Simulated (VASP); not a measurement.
A run of VASP 6.6.1 is set up as follows.

Contents of INCAR:

```
PREC = Accurate
ENCUT = 520
EDIFF = 1E-6
ISMEAR = -1
SIGMA = 0.1
LREAL = False
LASPH = True
NELM = 60
ALGO = Normal
ISIF = 2
LWAVE = False
LCHARG = False
NBANDS = 12
```

Contents of KPOINTS:

```
regular mesh
0
Gamma
  14 14 14
```

File POSCAR:

```
Cd
1.0
   -1.7191058011      1.7191058011      1.7191058011
    1.7191058011     -1.7191058011      1.7191058011
    1.7191058011      1.7191058011     -1.7191058011
Cd
1
Direct
    0.0000000000      0.0000000000      0.0000000000
```

Potentials or basis: VASP PAW LDA potentials, release 64 (Cd).

Run with:

```console
$ cat potpaw_LDA.64/Cd/POTCAR > POTCAR
$ mpirun -np 1 vasp_std > vasp.out
```

Q: What does it give for the pressure?

A: 0.4 GPa.

Q: Predict the band gap on the k mesh.

A: Zero (band 6 reaches 6.66 eV, above the bottom of band 7 at 2.40 eV).
